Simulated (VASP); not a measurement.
# ZnH2 in VASP: a series of runs, part 2 of 2

VASP 6.6.1.

### Step 3. Single point, PBE

Input file INCAR:

```
SYSTEM = ZnH2
PREC     = Accurate       ! precision mode
ENCUT    = 520            ! plane-wave cutoff, eV
EDIFF    = 1E-6           ! SCF threshold, eV
ISMEAR   = 0              ! smearing method
SIGMA    = 0.1            ! smearing width, eV
LREAL    = .False.        ! projectors in reciprocal space
LASPH    = .True.         ! aspherical terms in the spheres
NELM     = 60             ! most SCF steps
ALGO     = Normal         ! electronic algorithm
ISIF     = 2              ! what is computed and relaxed
LWAVE    = .False.        ! write WAVECAR
LCHARG   = .False.        ! write CHGCAR
GGA      = PE             ! functional
NBANDS   = 14             ! bands
```

Input file KPOINTS:

```
Automatic mesh
0
Gamma
  6 6 6
  0 0 0
```

Input file POSCAR:

```
ZnH2
1.0
    2.8356248572      0.0000000000      0.0000000000
    0.0000000000      2.8356248572      0.0000000000
    0.0000000000      0.0000000000      3.3660741261
Zn H
1 2
Direct
    0.5000000000      0.5000000000      0.0000000000
    0.0000000000      0.0000000000      0.0000000000
    0.5000000000      0.5000000000      0.5000000000
```

Potentials or basis: VASP PAW PBE potentials, release 64 (Zn, H).

Command:

```bash
$ cat potpaw_PBE.64/Zn/POTCAR potpaw_PBE.64/H/POTCAR > POTCAR
$ mpirun -np 1 vasp_std > vasp.out
```

Run time: 9.4 s. Hardware: 1 thread of Intel Xeon Platinum 8375C at 2.90GHz (Ice Lake), shared host; peak memory 0.14 GiB.

Results (log left out):

* Free energy: -7.0378 eV
* Pressure: 0.1 GPa
* Band gap on the k mesh: zero (band 7 reaches 2.09 eV, above the bottom of band 8 at -0.25 eV)

Stress tensor (GPa, compression positive):
```
-0.06  0.00  0.00
 0.00 -0.06  0.00
 0.00  0.00  0.44
```

Levels at points of the mesh, in eV from the Fermi level:
| k point | band 3 | band 4 | band 5 | band 6 | band 7 | band 8 | band 9 | band 10 | band 11 | band 12 |
| --- | --- | --- | --- | --- | --- | --- | --- | --- | --- | --- |
| (0.00, 0.00, 0.00) | -7.93 | -7.22 | -7.22 | -7.21 | 0.93 | 4.39 | 9.30 | 9.30 | 10.78 | 13.00 |
| (0.50, 0.00, 0.00) | -7.51 | -7.46 | -7.20 | -5.90 | -5.08 | 6.44 | 7.80 | 7.93 | 11.98 | 13.17 |
| (0.50, 0.50, 0.00) | -7.44 | -7.44 | -7.00 | -2.64 | -1.03 | 0.72 | 0.72 | 10.82 | 11.50 | 14.55 |
| (0.00, 0.00, 0.50) | -7.29 | -7.29 | -7.21 | -6.66 | -6.24 | 7.99 | 9.62 | 11.06 | 11.06 | 15.06 |
| (0.50, 0.00, 0.50) | -7.45 | -7.25 | -7.21 | -5.06 | -4.35 | -1.41 | 4.05 | 11.88 | 14.97 | 15.42 |
| (0.50, 0.50, 0.50) | -7.59 | -7.24 | -7.00 | -2.88 | -0.57 | 2.37 | 2.37 | 3.56 | 7.95 | 7.95 |

Caveat: the k points lie up to 0.37 Å⁻¹ apart.

### Step 4. Relaxation of cell and atoms, PBE

Input file INCAR:

```
PREC     = Accurate       # precision mode
ENCUT    = 600            # plane-wave cutoff, eV
EDIFF    = 1E-6           # SCF threshold, eV
ISMEAR   = 0              # smearing method
SIGMA    = 0.1            # smearing width, eV
LREAL    = F              # projectors in reciprocal space
LASPH    = T              # aspherical terms in the spheres
NELM     = 60             # most SCF steps
ALGO     = Normal         # electronic algorithm
ISIF     = 3              # what is computed and relaxed
LWAVE    = F              # write WAVECAR
LCHARG   = F              # write CHGCAR
GGA      = PE             # functional
IBRION   = 2              # ionic algorithm
NSW      = 90             # ionic steps
EDIFFG   = -0.04          # ionic threshold
```

Input file KPOINTS:

```
Automatic mesh
0
Gamma
  6 6 6
```

Input file POSCAR:

```
ZnH2
1.0
    2.8356845395      0.0000000000      0.0000000000
    0.0000000000      2.8356845395      0.0000000000
    0.0000000000      0.0000000000      3.3626602617
Zn H
1 2
Direct
    0.5000000000      0.5000000000      0.0000000000
    0.0000000000      0.0000000000      0.0000000000
    0.5000000000      0.5000000000      0.5000000000
```

Command:

```bash
$ cat potpaw_PBE.64/Zn/POTCAR potpaw_PBE.64/H/POTCAR > POTCAR
$ mpirun -np 1 vasp_std > vasp.out
```

Run time: 22 s. Hardware: 1 thread of Intel Xeon Platinum 8375C at 2.90GHz (Ice Lake), shared host; peak memory 0.15 GiB.

It converged, with:

```
Free energy                            : -7.0382 eV
Relaxed volume                         : 9.03 Å³/atom
Relaxed cell                           : a = 2.836 Å, b = 2.836 Å, c = 3.370 Å, α = 90.00°, β = 90.00°, γ = 90.00°
Space group after relaxing (to 0.05 Å) : P4/mmm (No. 123)
Energy gained by relaxing              : 0.1 meV/atom
Ionic steps                            : 2
Pressure after relaxing                : 0.0 GPa
Band gap on the k mesh                 : zero (band 7 reaches 2.07 eV, above the bottom of band 8 at -0.27 eV)
```

Stress tensor (GPa, compression positive):
```
-0.11  0.00  0.00
 0.00 -0.11  0.00
 0.00  0.00  0.19
```

Step by step:
```csv
step,energy change (eV),largest force (eV/Å),pressure (GPa),volume (Å³)
1,0.0000,0.0000,0.29,27.04
2,-0.0002,0.0000,-0.01,27.10
```

Final structure:
```xyz
3
Lattice="2.8361 0.0000 0.0000 0.0000 2.8361 0.0000 0.0000 0.0000 3.3697" Properties=species:S:1:pos:R:3 pbc="T T T"
Zn    1.4180    1.4180    0.0000
H     0.0000    0.0000    0.0000
H     1.4180    1.4180    1.6848
```

Levels at points of the mesh, in eV from the Fermi level:
```csv
k point,band 5,band 6,band 7,band 8,band 9,band 10
"(0.00, 0.00, 0.00)",-7.21,-7.21,0.92,4.38,9.30,9.30
"(0.50, 0.00, 0.00)",-7.19,-5.89,-5.07,6.43,7.79,7.93
"(0.50, 0.50, 0.00)",-7.00,-2.63,-1.03,0.73,0.73,10.81
"(0.00, 0.00, 0.50)",-7.20,-6.65,-6.22,7.98,9.63,11.06
"(0.50, 0.00, 0.50)",-7.21,-5.06,-4.33,-1.41,4.06,11.88
"(0.50, 0.50, 0.50)",-7.00,-2.86,-0.56,2.37,2.37,3.56
```

Caveat: the k points lie up to 0.37 Å⁻¹ apart in the final cell.

### Step 5. Single point, PBE

Input file INCAR:

```
PREC = Accurate
ENCUT = 520
EDIFF = 1E-6
ISMEAR = 0
SIGMA = 0.1
LREAL = False
LASPH = True
NELM = 60
ALGO = Normal
ISIF = 2
LWAVE = False
LCHARG = False
GGA = PE
NBANDS = 14
```

Input file KPOINTS:

```
Automatic mesh
0
Gamma
  16 16 14
```

Input file POSCAR:

```
ZnH2
1.0
    2.8373530847      0.0000000000      0.0000000000
    0.0000000000      2.8373530847      0.0000000000
    0.0000000000      0.0000000000      3.3623160355
Zn H
1 2
Direct
    0.5000000000      0.5000000000      0.0000000000
    0.0000000000      0.0000000000      0.0000000000
    0.5000000000      0.5000000000      0.5000000000
```

Potentials or basis: VASP PAW PBE potentials, release 64 (Zn, H).

Command:

```bash
$ cat potpaw_PBE.64/Zn/POTCAR potpaw_PBE.64/H/POTCAR > POTCAR
$ mpirun -np 1 vasp_std > vasp.out
```

OUTCAR:

```text
PREC = Accurate
   ENCUT = 520
   EDIFF = 1E-6
   ISMEAR = 0
   LREAL = False
   LASPH = True
   NELM = 60
   ISIF = 2
   GGA = PE

 ion  position               nearest neighbor table
   1  0.500  0.500  0.000-   3 1.68   3 1.68
   2  0.000  0.000  0.000-
   3  0.500  0.500  0.500-   1 1.68   1 1.68

  LATTYP: Found a simple tetragonal cell.
 ALAT       =     2.8373530847
 C/A-ratio  =     1.1850185490

  Lattice vectors:

 A1 = (   2.8373530847,   0.0000000000,   0.0000000000)
 A2 = (   0.0000000000,   2.8373530847,   0.0000000000)
 A3 = (   0.0000000000,   0.0000000000,   3.3623160355)

Analysis of symmetry for initial positions (statically):
=====================================================================
 Subroutine PRICEL returns:
 Original cell was already a primitive cell.

 Routine SETGRP: Setting up the symmetry group for a
 simple tetragonal supercell.

 Subroutine GETGRP returns: Found 16 space group operations
 (whereof 16 operations were pure point group operations)
 out of a pool of 16 trial point group operations.

The static configuration has the point symmetry D_4h.
[... 179 lines left out ...]
      7       2.0882      0.00000
      8       5.5734      0.00000
      9      10.4379      0.00000
     10      10.4379      0.00000
     11      11.9353      0.00000
     12      14.1461      0.00000
     13      15.9124      0.00000
     14      23.1933      0.00000
[... 377 lines left out ...]
      1      -7.4304      2.00000
      2      -6.6052      2.00000
      3      -6.5358      2.00000
      4      -6.3395      2.00000
      5      -6.0776      2.00000
      6      -4.1647      2.00000
      7      -3.7697      2.00000
      8       7.1510      0.00000
      9       8.4601      0.00000
     10       9.2905      0.00000
     11      12.7541      0.00000
     12      13.1422      0.00000
     13      13.4097      0.00000
     14      20.6126      0.00000

 [... further k-points ...]

------------------------ aborting loop because EDIFF is reached ----------------------------------------

  FORCE on cell =-STRESS in cart. coord.  units (eV):
  Direction    XX          YY          ZZ          XY          YZ          ZX
  --------------------------------------------------------------------------------------
  -------------------------------------------------------------------------------------
  Total       -0.0105233     -0.0105233      0.0450255      0.0000000     -0.0000000      0.0000000
  in kB       -0.6228723     -0.6228723      2.6650431      0.0000000     -0.0000000      0.0000000
  external PRESSURE =       0.4730995 kB  Pullay stress =       0.0000000 kB

 VOLUME and BASIS-vectors are now :
 -----------------------------------------------------------------------------
  energy-cutoff  :      520.00
  volume of cell :       27.07
      direct lattice vectors                 reciprocal lattice vectors
     2.837353085  0.000000000  0.000000000     0.352441156  0.000000000  0.000000000
     0.000000000  2.837353085  0.000000000     0.000000000  0.352441156  0.000000000
     0.000000000  0.000000000  3.362316036     0.000000000  0.000000000  0.297414041

 POSITION                                       TOTAL-FORCE (eV/Angst)
 -----------------------------------------------------------------------------------
      1.41868      1.41868      0.00000         0.000000      0.000000      0.000000
      0.00000      0.00000      0.00000         0.000000      0.000000      0.000000
      1.41868      1.41868      1.68116         0.000000      0.000000      0.000000
 -----------------------------------------------------------------------------------
    total drift:                                0.000000     -0.000000     -0.000000

  FREE ENERGIE OF THE ION-ELECTRON SYSTEM (eV)
  ---------------------------------------------------
  free  energy   TOTEN  =        -7.0302175723 eV

  energy  without entropy=       -7.0290862689  energy(sigma->0) =       -7.02965192
```

stdout:

```text
POSCAR found type information on POSCAR ZnH
 POSCAR found :  2 types and       3 ions
 scaLAPACK will be used
 LDA part: xc-table for (Slater+PW92), standard interpolation
 POSCAR, INCAR and KPOINTS ok, starting setup
 FFT: planning ... GRIDC
 FFT: planning ... GRID_SOFT
 FFT: planning ... GRID
 WAVECAR not read
 entering main loop
```

Run time: 88 s. Hardware: 1 thread of Intel Xeon Platinum 8375C at 2.90GHz (Ice Lake), shared host; peak memory 0.25 GiB.

Results:

```yaml
Free_energy: -7.0302 eV
Pressure: 0.0 GPa
Band_gap_on_the_k_mesh: zero (band 7 reaches 2.09 eV, above the bottom of band 8 at -0.25 eV)
```

### Step 6. Summary

| task | cell | k mesh | cutoff (eV) | gap on the mesh (eV) | pressure (GPa) |
| --- | --- | --- | --- | --- | --- |
| single point | a = 2.836, b = 2.836, c = 3.363 Å, angles 90.0, 90.0, 90.4°, 3 atoms | 6 × 6 × 4 | 520 | none | 0.2 |
| single point | a = 2.836, b = 2.836, c = 3.366 Å, 3 atoms | 6 × 6 × 6 | 520 | none | 0.1 |
| relaxation of cell and atoms | relaxed from a = 2.836, b = 2.836, c = 3.363 Å, 3 atoms | 6 × 6 × 6 | 600 | none | 0.0 |
| single point | a = 2.837, b = 2.837, c = 3.362 Å, 3 atoms | 16 × 16 × 14 | 520 | none | 0.0 |

Alike in all rows: level PBE; potentials or basis VASP PAW PBE potentials, release 64 (Zn, H); no spin polarisation; smearing gaussian 0.1 eV.

Caveats: some runs use coarse meshes.

Absolute energies hang on the potentials; compare differences alone.
